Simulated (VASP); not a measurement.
# GaGe (F-43m) in VASP: a series of runs

Aim: see how the results for GaGe move with the level of theory and the settings. Levels: PBE0, PBE. Tasks: single point.

Everything below comes from runs of VASP 6.6.1. Logs are shortened: lines on timing, memory, paths and dates and some standing lists are left out, and cuts for length are marked.

### 1 The cell of the first run

It takes space group F-43m (No. 216, cubic). Conventional cell: a = 5.872 Å, b = 5.872 Å, c = 5.872 Å, α = 90.00°, β = 90.00°, γ = 90.00°. Within 3.4 Å of Ge (site symmetry -43m) lie 4 Ga at 2.54 Å. Ga (site symmetry -43m) has 4 Ge at 2.54 Å within 3.4 Å.

### 2 Single point, PBE0

The input, POSCAR:

```
GaGe
1.0
    0.0000000000      2.9359778994      2.9359778994
    2.9359778994      0.0000000000      2.9359778994
    2.9359778994      2.9359778994      0.0000000000
Ge Ga
1 1
Direct
    0.0000000000      0.0000000000      0.0000000000
    0.2500000000      0.2500000000      0.2500000000
```

The input, INCAR.step1:

```
PREC = Accurate
ENCUT = 520
EDIFF = 1E-5
ISMEAR = -1
SIGMA = 0.05
LREAL = F
LASPH = T
NELM = 80
ALGO = Normal
ISIF = 2
LWAVE = T
LCHARG = F
NBANDS = 20
GGA = PE
```

The input, INCAR.step2:

```
PREC = Accurate
ENCUT = 520
EDIFF = 1E-6
ISMEAR = -1
SIGMA = 0.05
LREAL = F
LASPH = T
NELM = 80
ALGO = Normal
ISIF = 2
LWAVE = F
LCHARG = F
GGA = PE
LHFCALC = T
AEXX = 0.25
PRECFOCK = Normal
NBANDS = 20
ISTART = 1
```

The input, KPOINTS:

```
regular mesh
0
Gamma
  4 4 4
```

Potentials or basis: VASP PAW PBE potentials, release 64 (Ge_d, Ga_d).

Command:

```console
cat potpaw_PBE.64/Ge_d/POTCAR potpaw_PBE.64/Ga_d/POTCAR > POTCAR
cp INCAR.step1 INCAR
mpirun -np 1 vasp_std > vasp.out
cp INCAR.step2 INCAR
mpirun -np 1 vasp_std > vasp.out
```

OUTCAR:

```text
PREC = Accurate
   ENCUT = 520
   EDIFF = 1E-6
   ISMEAR = -1
   LREAL = F
   LASPH = T
   NELM = 80
   ISIF = 2
   GGA = PE
   LHFCALC = T
   AEXX = 0.25
   PRECFOCK = Normal
   ISTART = 1

 ion  position               nearest neighbor table
   1  0.000  0.000  0.000-   2 2.54   2 2.54   2 2.54   2 2.54
   2  0.250  0.250  0.250-   1 2.54   1 2.54   1 2.54   1 2.54

  LATTYP: Found a face centered cubic cell.
 ALAT       =     5.8719557988

  Lattice vectors:

 A1 = (   0.0000000000,   2.9359778994,   2.9359778994)
 A2 = (   2.9359778994,   0.0000000000,   2.9359778994)
 A3 = (   2.9359778994,   2.9359778994,   0.0000000000)

Analysis of symmetry for initial positions (statically):
=====================================================================
 Subroutine PRICEL returns:
 Original cell was already a primitive cell.

 Routine SETGRP: Setting up the symmetry group for a
 face centered cubic supercell.

 Subroutine GETGRP returns: Found 24 space group operations
 (whereof 24 operations were pure point group operations)
 out of a pool of 48 trial point group operations.

The static configuration has the point symmetry T_d .

Analysis of symmetry for dynamics (positions and initial velocities):
=====================================================================
 Subroutine PRICEL returns:
 Original cell was already a primitive cell.

 Routine SETGRP: Setting up the symmetry group for a
 face centered cubic supercell.

 Subroutine GETGRP returns: Found 24 space group operations
 (whereof 24 operations were pure point group operations)
 out of a pool of 48 trial point group operations.

The dynamic configuration has the point symmetry T_d .

 Subroutine INISYM returns: Found 24 space group operations
 (whereof 24 operations are pure point group operations),
 and found     1 'primitive' translations

----------------------------------------------------------------------------------------

                                     Primitive cell

  volume of cell :      50.6161

  direct lattice vectors                    reciprocal lattice vectors
     0.000000000  2.935977899  2.935977899    -0.170301009  0.170301009  0.170301009
     2.935977899  0.000000000  2.935977899     0.170301009 -0.170301009  0.170301009
     2.935977899  2.935977899  0.000000000     0.170301009  0.170301009 -0.170301009

  length of vectors
     4.152099764  4.152099764  4.152099764     0.294970001  0.294970001  0.294970001

  position of ions in fractional coordinates (direct lattice)
     0.000000000  0.000000000  0.000000000
     0.250000000  0.250000000  0.250000000

  ion indices of the primitive-cell ions
   primitive index   ion index
                 1           1
                 2           2

----------------------------------------------------------------------------------------

 KPOINTS: regular mesh

Automatic generation of k-mesh.
 Grid dimensions read from file:
 generate k-points for:    4    4    4

 Generating k-lattice:

  Cartesian coordinates                     Fractional coordinates (reciprocal lattice)
    -0.042575252  0.042575252  0.042575252     0.250000000  0.000000000  0.000000000
     0.042575252 -0.042575252  0.042575252     0.000000000  0.250000000  0.000000000
     0.042575252  0.042575252 -0.042575252     0.000000000  0.000000000  0.250000000

  Length of vectors
     0.073742500  0.073742500  0.073742500

  Shift w.r.t. Gamma in fractional coordinates (k-lattice)
     0.000000000  0.000000000  0.000000000

 Subroutine IBZKPT returns following result:
 ===========================================

 Found      8 irreducible k-points:

 Following reciprocal coordinates:
            Coordinates               Weight
  0.000000  0.000000  0.000000      1.000000
  0.250000  0.000000  0.000000      8.000000
  0.500000  0.000000  0.000000      4.000000
  0.250000  0.250000  0.000000      6.000000
  0.500000  0.250000  0.000000     24.000000
 -0.250000  0.250000  0.000000     12.000000
  0.500000  0.500000  0.000000      3.000000
 -0.250000  0.500000  0.250000      6.000000
   k-points           NKPTS =      8   k-points in BZ     NKDIM =     64   number of bands    NBANDS=     20
   number of dos      NEDOS =    301   number of ions     NIONS =      2
   total plane-waves  NPLWV =  32768
   dimension x,y,z NGX =    32 NGY =   32 NGZ =   32
   dimension x,y,z NGXF=    64 NGYF=   64 NGZF=   64
   ions per type =               1   1
   NGX,Y,Z   is equivalent  to a cutoff of  12.81, 12.81, 12.81 a.u.
   NGXF,Y,Z  is equivalent  to a cutoff of  25.62, 25.62, 25.62 a.u.
 SYSTEM =  unknown system
   PREC   = accura    normal or accurate (medium, high low for compatibility)
   ISTART =      1    job   : 0-new  1-cont  2-samecut
   ICHARG =      0    charge: 1-file 2-atom 10-const
   ISPIN  =      1    spin polarized calculation?
   LNONCOLLINEAR =      F non collinear calculations
   LSORBIT =      F    spin-orbit coupling
   LASPH  =      T    aspherical Exc in radial PAW
   ENCUT  =  520.0 eV  38.22 Ry    6.18 a.u.   7.72  7.72  7.72*2*pi/ulx,y,z
   NELM   =     80;   NELMIN=  2; NELMDL=  0     # of ELM steps
   EDIFF  = 0.1E-05   stopping-criterion for ELM
   LREAL  =      F    real-space projection
   EDIFFG = 0.1E-04   stopping-criterion for IOM
   NSW    =      0    number of steps for IOM
   IBRION =     -1    ionic relax: 0-MD 1-quasi-New 2-CG
   NFREE  =      0    steps in history (QN), initial steepest desc. (CG)
   ISIF   =      2    stress and relaxation
   ISYM   =      3    0-nonsym 1-usesym 2-fastsym
   POTIM  = 0.5000    time-step for ionic-motion
   TEBEG  =    0.0;   TEEND  =   0.0 temperature during run
   PSTRESS=    0.0 pullay stress
   NELECT =      27.0000    total number of electrons
   NUPDOWN=      -1.0000    fix difference up-down
   EMIN   =  10.00;   EMAX   =-10.00  energy-range for DOS
   EFERMI =   0.00;   METHOD = LEGACY
   ISMEAR =    -1;   SIGMA  =   0.05  broadening in eV -4-tet -1-fermi 0-gaus
   EFERMI_NEDOS =   21; number of points for ismear=-14 and -15
   IALGO  =     38    algorithm
   IMIX   =      1    mixing-type and parameters
     AMIX     =   0.40;   BMIX     =  1.00
     AMIX_MAG =   1.60;   BMIX_MAG =  1.00
  volume/ion in A,a.u.               =      25.31       170.79
  Fermi-wavevector in a.u.,A,eV,Ry     =   1.327700  2.508989 23.984179  1.762787
  Thomas-Fermi vector in A             =   2.456993
   LORBIT       =      0    0 simple, 1 ext, 2 COOP (PROOUT), +10 PAW based schemes
   GGA     = PE    functional components
   LHFCALC =     T    Hartree Fock is set to
   PRECFOCK=normal    Normal, Fast or Accurate (Low or Medium for compatibility)
   ENCUT4O =  -1.0   cutoff for four orbital integrals eV
   NKREDX  =     1    reduce k-point grid by
   NKREDY  =     1    reduce k-point grid by
   NKREDZ  =     1    reduce k-point grid by
   AEXX    =    0.2500 exact exchange contribution
   HFSCREEN=    0.0000 screening length (either q_TF or 0.3 A-1)
   HFSCREENC=   0.0000 screening length for correlation (either q_TF or 0.3 A-1)
   ENCUTFOCK=  -1.0 apply spherical cutoff to Coloumb kernel
   IVDW    =     0    specifies the selected vdW correction
   LEPSILON=     F    determine dielectric tensor
   LRPA    =     F    only Hartree local field effects (RPA)
 non-spin polarized calculation
  energy-cutoff  :      520.00
  volume of cell :       50.62
 maximum number of plane-waves:      1380
 NGX is ok and might be reduce to    32
  NGX = 24; NGY = 24; NGZ = 24

 number of electron      26.9999988 magnetization

 Free energy of the ion-electron system (eV)
  ---------------------------------------------------
  ext. energy  EPLUGINS =         0.00000000
  ---------------------------------------------------
  free energy    TOTEN  =        -8.97570023 eV

  energy without entropy =       -8.96295258  energy(sigma->0) =       -8.96932641

 E-fermi :   2.8477     XC(G=0):  -7.4258

 val. band max:        2.8309035234   @ k =  -0.2500   0.2500   0.0000
 cond. band min:       3.3099778334   @ k =   0.5000   0.0000   0.0000
 fundamental gap:      0.4790743099
 Fermi energy:         2.8477139000

 k-point     1 :       0.0000    0.0000    0.0000
  band No.  band energies     occupation
      1     -25.0433      2.00000
      2     -25.0433      2.00000
      3     -25.0433      2.00000
      4     -25.0256      2.00000
      5     -25.0256      2.00000
      6     -14.9164      2.00000
[... 12 lines left out ...]
     19      11.1578      0.00000
     20      14.3265      0.00000

 k-point     2 :       0.2500    0.0000    0.0000
  band No.  band energies     occupation
      1     -25.0429      2.00000
      2     -25.0422      2.00000
      3     -25.0422      2.00000
      4     -25.0255      2.00000
      5     -25.0255      2.00000
      6     -14.9241      2.00000
[... 12 lines left out ...]
     19      12.6433      0.00000
     20      13.0867      0.00000

 k-point     3 :       0.5000    0.0000    0.0000
  band No.  band energies     occupation
      1     -25.0427      2.00000
      2     -25.0412      2.00000
      3     -25.0412      2.00000
      4     -25.0252      2.00000
      5     -25.0252      2.00000
      6     -14.9321      2.00000
[... 12 lines left out ...]
     19      15.0213      0.00000
     20      16.0353      0.00000

 k-point     4 :       0.2500    0.2500    0.0000
  band No.  band energies     occupation
      1     -25.0446      2.00000
      2     -25.0408      2.00000
      3     -25.0408      2.00000
      4     -25.0266      2.00000
      5     -25.0245      2.00000
      6     -14.9339      2.00000
[... 12 lines left out ...]
     19      11.9182      0.00000
     20      15.0015      0.00000

 k-point     5 :       0.5000    0.2500    0.0000
  band No.  band energies     occupation
      1     -25.0438      2.00000
      2     -25.0401      2.00000
      3     -25.0397      2.00000
      4     -25.0264      2.00000
      5     -25.0243      2.00000
      6     -14.9391      2.00000
[... 12 lines left out ...]
     19      14.8172      0.00000
     20      16.1860      0.00000

 k-point     6 :      -0.2500    0.2500    0.0000
  band No.  band energies     occupation
      1     -25.0423      2.00000
      2     -25.0413      2.00000
      3     -25.0409      2.00000
      4     -25.0255      2.00000
      5     -25.0253      2.00000
      6     -14.9323      2.00000
[... 12 lines left out ...]
     19      12.4125      0.00000
     20      14.4396      0.00000

 k-point     7 :       0.5000    0.5000    0.0000
  band No.  band energies     occupation
      1     -25.0458      2.00000
      2     -25.0384      2.00000
      3     -25.0384      2.00000
      4     -25.0275      2.00000
      5     -25.0233      2.00000
      6     -14.9501      2.00000
[... 12 lines left out ...]
     19      15.8953      0.00000
     20      17.1262      0.00000

 k-point     8 :      -0.2500    0.5000    0.2500
  band No.  band energies     occupation
      1     -25.0428      2.00000
      2     -25.0415      2.00000
      3     -25.0383      2.00000
      4     -25.0264      2.00000
      5     -25.0243      2.00000
      6     -14.9405      2.00000
[... 12 lines left out ...]
     19      15.7787      0.00000
     20      16.4165      0.00000

------------------------ aborting loop because EDIFF is reached ----------------------------------------

  FORCE on cell =-STRESS in cart. coord.  units (eV):
  Direction    XX          YY          ZZ          XY          YZ          ZX
  --------------------------------------------------------------------------------------
  -------------------------------------------------------------------------------------
  Total       -1.2037555     -1.2037555     -1.2037555      0.0000000      0.0000000      0.0000000
  in kB      -38.1031184    -38.1031184    -38.1031184      0.0000000      0.0000000      0.0000000
  external PRESSURE =     -38.1031184 kB  Pullay stress =       0.0000000 kB

 VOLUME and BASIS-vectors are now :
 -----------------------------------------------------------------------------
  energy-cutoff  :      520.00
  volume of cell :       50.62
      direct lattice vectors                 reciprocal lattice vectors
     0.000000000  2.935977899  2.935977899    -0.170301009  0.170301009  0.170301009
     2.935977899  0.000000000  2.935977899     0.170301009 -0.170301009  0.170301009
     2.935977899  2.935977899  0.000000000     0.170301009  0.170301009 -0.170301009

 POSITION                                       TOTAL-FORCE (eV/Angst)
 -----------------------------------------------------------------------------------
      0.00000      0.00000      0.00000        -0.000000     -0.000000     -0.000000
      1.46799      1.46799      1.46799         0.000000      0.000000      0.000000
 -----------------------------------------------------------------------------------
    total drift:                               -0.000002     -0.000004     -0.000004

  FREE ENERGIE OF THE ION-ELECTRON SYSTEM (eV)
  ---------------------------------------------------
  free  energy   TOTEN  =        -8.9757002338 eV

  energy  without entropy=       -8.9629525785  energy(sigma->0) =       -8.96932641
```

Run time: 14 min. Hardware: 1 thread of AMD EPYC 7R13, shared host; peak memory 0.19 GiB.

What came out:

```
Free energy : -8.9757 eV
Pressure    : -3.8 GPa
```

Levels at points of the mesh, in eV from the Fermi level:
```tsv
k point	band 10	band 11	band 12	band 13	band 14	band 15	band 16	band 17	band 18	band 19
(0.00, 0.00, 0.00)	-17.71	-12.25	1.93	1.93	1.93	2.51	4.99	4.99	4.99	8.31
(0.50, 0.00, 0.00)	-17.71	-10.15	-6.58	0.46	0.46	2.51	5.97	5.97	8.85	12.17
(0.50, 0.50, 0.00)	-17.71	-9.00	-7.06	-2.07	-2.07	2.79	2.91	11.95	11.95	13.05
```

Caveat: the k points lie up to 0.46 Å⁻¹ apart; the PAW data sets were made with another functional, which shifts forces and pressure a little.

### 3 Single point, PBE0

This run uses another cell than the first one, of 25.79 Å³/atom, 1.019 times its volume.

The input, POSCAR:

```
GaGe
1.0
    0.0000000000      2.9546788998      2.9546788998
    2.9546788998      0.0000000000      2.9546788998
    2.9546788998      2.9546788998      0.0000000000
Ge Ga
1 1
Direct
    0.0000000000      0.0000000000      0.0000000000
    0.2500000000      0.2500000000      0.2500000000
```

The input, INCAR.step1:

```
SYSTEM = GaGe
ALGO = Normal
EDIFF = 1E-5
ENCUT = 520
GGA = PE
ISIF = 2
ISMEAR = -1
LASPH = .TRUE.
LREAL = .FALSE.
LWAVE = .TRUE.
NBANDS = 20
NELM = 100
PREC = Accurate
SIGMA = 0.05
```

The input, INCAR.step2:

```
SYSTEM = GaGe
AEXX = 0.25
ALGO = Normal
EDIFF = 1E-6
ENCUT = 520
GGA = PE
ISIF = 2
ISMEAR = -1
ISTART = 1
LASPH = .TRUE.
LCHARG = .TRUE.
LELF = .TRUE.
LHFCALC = .TRUE.
LREAL = .FALSE.
LVHAR = .TRUE.
LWAVE = .FALSE.
NBANDS = 20
NELM = 100
PREC = Accurate
PRECFOCK = Normal
SIGMA = 0.05
```

The input, KPOINTS:

```
k-points
0
G
  4 4 4
  0 0 0
```

Potentials or basis: VASP PAW PBE potentials, release 64 (Ge_d, Ga_d).

Command:

```console
cat potpaw_PBE.64/Ge_d/POTCAR potpaw_PBE.64/Ga_d/POTCAR > POTCAR
cp INCAR.step1 INCAR
mpirun -np 1 vasp_std > vasp.out
cp INCAR.step2 INCAR
mpirun -np 1 vasp_std > vasp.out
```

It took 16 min on 1 thread of AMD EPYC 7R13, shared host; peak memory 0.19 GiB.

The run converged. Its results:

```yaml
Free_energy: -8.9500 eV
Pressure: -4.6 GPa
```

Levels at points of the mesh, in eV from the Fermi level:
```csv
k point,band 11,band 12,band 13,band 14,band 15,band 16,band 17,band 18
"(0.00, 0.00, 0.00)",-12.14,1.89,1.89,1.89,2.31,4.95,4.95,4.95
"(0.50, 0.00, 0.00)",-10.09,-6.51,0.46,0.46,2.42,5.93,5.93,8.80
"(0.50, 0.50, 0.00)",-8.97,-7.01,-2.03,-2.03,2.78,2.89,11.77,11.77
```

Caveat: the k points lie up to 0.46 Å⁻¹ apart; the PAW data sets were made with another functional, which shifts forces and pressure a little.

### 4 Single point, PBE

This run uses another cell than the first one, of 17.97 Å³/atom, 0.710 times its volume.

The input, INCAR:

```
ALGO = Normal ; EDIFF = 1E-6
ENCUT = 520 ; GGA = PE
ISIF = 2 ; ISMEAR = -1
LASPH = T ; LCHARG = F
LREAL = F ; LWAVE = F
NBANDS = 20 ; NELM = 100
PREC = Accurate ; SIGMA = 0.05
```

The input, KPOINTS:

```
k-points
0
Gamma
  8 8 8
```

The input, POSCAR:

```
GaGe
1.0
    0.0000000000      2.6191840642      2.6191840642
    2.6191840642      0.0000000000      2.6191840642
    2.6191840642      2.6191840642      0.0000000000
Ge Ga
1 1
Direct
    0.0000000000      0.0000000000      0.0000000000
    0.2500000000      0.2500000000      0.2500000000
```

Potentials or basis: VASP PAW PBE potentials, release 64 (Ge_d, Ga_d).

Command:

```console
cat potpaw_PBE.64/Ge_d/POTCAR potpaw_PBE.64/Ga_d/POTCAR > POTCAR
mpirun -np 1 vasp_std > vasp.out
```

OUTCAR:

```text
EDIFF = 1E-6
   ENCUT = 520
   GGA = PE
   ISIF = 2
   ISMEAR = -1
   LASPH = T
   LREAL = F
   NELM = 100
   PREC = Accurate

 ion  position               nearest neighbor table
   1  0.000  0.000  0.000-   2 2.27   2 2.27   2 2.27   2 2.27
   2  0.250  0.250  0.250-   1 2.27   1 2.27   1 2.27   1 2.27

  LATTYP: Found a face centered cubic cell.
 ALAT       =     5.2383681284

  Lattice vectors:

 A1 = (   0.0000000000,   2.6191840642,   2.6191840642)
[... 186 lines left out ...]
      2     -18.3793      2.00000
      3     -18.3793      2.00000
      4     -18.3319      2.00000
      5     -18.3319      2.00000
      6      -9.0428      2.00000
[... 541 lines left out ...]
     19      16.3329      0.00000
     20      19.1909      0.00000

 [... further k-points ...]
[... 5 lines left out ...]
  --------------------------------------------------------------------------------------
  -------------------------------------------------------------------------------------
  Total        6.7349347      6.7349347      6.7349347      0.0000000      0.0000000      0.0000000
  in kB      300.2727458    300.2727458    300.2727458      0.0000000      0.0000000      0.0000000
  external PRESSURE =     300.2727458 kB  Pullay stress =       0.0000000 kB

 VOLUME and BASIS-vectors are now :
 -----------------------------------------------------------------------------
  energy-cutoff  :      520.00
  volume of cell :       35.94
      direct lattice vectors                 reciprocal lattice vectors
     0.000000000  2.619184064  2.619184064    -0.190899146  0.190899146  0.190899146
     2.619184064  0.000000000  2.619184064     0.190899146 -0.190899146  0.190899146
     2.619184064  2.619184064  0.000000000     0.190899146  0.190899146 -0.190899146

 POSITION                                       TOTAL-FORCE (eV/Angst)
 -----------------------------------------------------------------------------------
      0.00000      0.00000      0.00000        -0.000000      0.000000     -0.000000
      1.30959      1.30959      1.30959         0.000000     -0.000000      0.000000
 -----------------------------------------------------------------------------------
    total drift:                               -0.000002     -0.000002     -0.000003

  FREE ENERGIE OF THE ION-ELECTRON SYSTEM (eV)
  ---------------------------------------------------
  free  energy   TOTEN  =        -6.1856169608 eV

  energy  without entropy=       -6.1772183417  energy(sigma->0) =       -6.18141765
```

Wall time 8.9 s (1 thread of Intel Xeon 6975P-C (Granite Rapids), shared host); peak memory 0.16 GiB.

Results:

```
Free energy : -6.1856 eV
Pressure    : 30.0 GPa
```

### 5 Overview

```tsv
level	cell	k mesh	grid for exact exchange (PRECFOCK)	gap on the mesh (eV)	pressure (GPa)
PBE0	a = 4.152 Å, angles 60.0°, 2 atoms	4 × 4 × 4	Normal	none	-3.8
PBE0	a = 4.179 Å, angles 60.0°, 2 atoms	4 × 4 × 4	Normal	none	-4.6
PBE	a = 3.704 Å, angles 60.0°, 2 atoms	8 × 8 × 8	-	none	30.0
```

Alike in all rows: task single point; potentials or basis VASP PAW PBE potentials, release 64 (Ge_d, Ga_d); no spin polarisation; cutoff (eV) 520; smearing fermi-dirac 0.05 eV.

Caveats: some runs use coarse meshes; the PAW data sets were made with another functional, which shifts forces and pressure a little (some runs).

Total energies depend on the potentials used, so only differences within one code and one set of settings carry meaning.
